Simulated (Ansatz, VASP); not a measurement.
**RbBr: VASP beside Ansatz**

File POSCAR:

```
RbBr
1.0
    0.0000000000      3.5087293501      3.5087293501
    3.5087293501      0.0000000000      3.5087293501
    3.5087293501      3.5087293501      0.0000000000
Rb Br
1 1
Direct
    0.0000000000      0.0000000000      0.0000000000
    0.5000000000      0.5000000000      0.5000000000
```

File INCAR.step1:

```
ALGO = Normal
EDIFF = 1E-5
ENCUT = 550
GGA = PE
GGA_COMPAT = False
ISMEAR = 0
LASPH = True
LCHARG = False
LREAL = False
LWAVE = True
NBANDS = 15
NELM = 120
PREC = Accurate
SIGMA = 0.02
```

File INCAR.step2:

```
ALGO = Normal
EDIFF = 1E-6
ENCUT = 550
GGA_COMPAT = False
ISIF = 2
ISMEAR = 0
ISTART = 1
LASPH = True
LCHARG = False
LMIXTAU = True
LREAL = False
LWAVE = False
METAGGA = R2SCAN
NBANDS = 15
NELM = 120
PREC = Accurate
SIGMA = 0.02
```

The input KPOINTS:

```
k-points
0
Gamma
  6 6 6
```

Input for Ansatz:

```yaml
crystal:
  lattice:
    - [0.0, 3.5087293501, 3.5087293501]
    - [3.5087293501, 0.0, 3.5087293501]
    - [3.5087293501, 3.5087293501, 0.0]
  atoms:
    - { symbol: Rb, position: [0.0, 0.0, 0.0] }
    - { symbol: Br, position: [0.5, 0.5, 0.5] }
basis:
  ecutwfc: 500
kpoints:
  mp_grid: { grid: [6, 6, 6] }
  band_path:
    path:
      - [[0.0, 0.0, 0.0], [0.5, 0.0, 0.5], [0.625, 0.25, 0.625]]
      - [[0.375, 0.375, 0.75], [0.0, 0.0, 0.0], [0.5, 0.5, 0.5], [0.5, 0.25, 0.75], [0.5, 0.0, 0.5]]
    npoints: 14
hamiltonian:
  xc: r2scan
scf:
  occupations: { method: gaussian, width: 0.02 }
  n_extra_bands: 6
output:
  forces: true
  stress: true
  eigenvalues: true
  populations: true
  dos: { projected: true, de: 0.02, nscf_kmesh: { grid: [9, 9, 9] } }
  bader: true
  write_density: true
  write_potential: true
  elf: true
  volumetric_format: npy
```

Alike in both runs: task single point; functional r2SCAN; k mesh 6 × 6 × 6; occupations gaussian, width 0.02 eV; no spin polarisation.

|  | VASP | Ansatz |
| --- | --- | --- |
| version | VASP 6.6.1 | Ansatz 0.2.0 |
| potentials or method | VASP PAW PBE potentials, release 64 (Rb_sv, Br), cutoff 550 eV | scalar-relativistic, plane waves, PAW |
| valence electrons in the cell | 16 | 16 |

|  | VASP | Ansatz | Ansatz less VASP |
| --- | --- | --- | --- |
| gap on the k mesh at the Fermi level (eV) | 4.79 | 4.79 | 0.000 |
| least direct gap on the mesh (eV) | 4.79 | 4.79 | 0.000 |
| pressure (GPa) | -0.5 | -0.5 | -0.01 |

VASP's potentials were made for PBE, not for r2SCAN. The functional is the same, so the differences come from potentials, cutoffs and numerics.
